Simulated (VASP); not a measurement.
Write the native input for VASP 6.6.1 that does the following.

| Quantity | Value |
| --- | --- |
| Task | relaxation of the atoms |
| Functional | r2SCAN |
| Potentials or basis | VASP PAW PBE potentials, release 64 (Ti_sv, N) |
| Cutoff | 520 eV |
| k mesh | 14 × 14 × 14 |
| Occupations | fermi-dirac, width 0.1 eV |
| Spin | no spin polarisation |
| Dipole correction | no |
| Further INCAR settings | ALGO = Normal; EDIFF = 1e-07; IBRION = 2; EDIFFG = -0.01; NSW = 50 |

Crystal: TiN (Osbornite).

```
CELL_PARAMETERS angstrom
0.00000 2.15842 2.15842
2.15842 0.00000 2.15842
2.15842 2.15842 0.00000
ATOMIC_POSITIONS crystal
Ti 0.00000 0.00000 0.00000
N 0.50000 0.50000 0.50000
```

The input as run:

POSCAR

```
TiN
1.0
    0.0000000000      2.1584220500      2.1584220500
    2.1584220500      0.0000000000      2.1584220500
    2.1584220500      2.1584220500      0.0000000000
Ti N
1 1
Direct
    0.0000000000      0.0000000000      0.0000000000
    0.5000000000      0.5000000000      0.5000000000
```

INCAR.step1

```
SYSTEM = TiN
PREC = Accurate
ENCUT = 520
ISMEAR = -1
SIGMA = 0.1
LREAL = .False.
LASPH = .True.
NELM = 80
GGA = PE
ALGO = Normal
EDIFF = 1E-4
LWAVE = .True.
LCHARG = .False.
```

INCAR.step2

```
SYSTEM = TiN
PREC = Accurate
ENCUT = 520
EDIFF = 1E-7
ISMEAR = -1
SIGMA = 0.1
LREAL = .False.
LASPH = .True.
NELM = 80
ALGO = Normal
ISIF = 2
LWAVE = .False.
LCHARG = .False.
METAGGA = R2SCAN
LMIXTAU = .True.
IBRION = 2
NSW = 50
EDIFFG = -0.01
ISTART = 1
```

KPOINTS

```
regular mesh
0
Gamma
  14 14 14
  0 0 0
```

Potentials or basis: VASP PAW PBE potentials, release 64 (Ti_sv, N).

Command:

```console
$ cat potpaw_PBE.64/Ti_sv/POTCAR potpaw_PBE.64/N/POTCAR > POTCAR
$ cp INCAR.step1 INCAR
$ mpirun -np 1 vasp_std > vasp.out
$ cp INCAR.step2 INCAR
$ mpirun -np 1 vasp_std > vasp.out
```

It gave:

- Pressure after relaxing: -14.0 GPa

Caveat: the relaxation stopped at its first step, so nothing moved; the PAW data sets were made with another functional, which shifts forces and pressure a little.

Wall time 2.8 min on 1 thread of Oxide Virtual Turin-like Processor (shared host), peak memory 0.13 GiB.
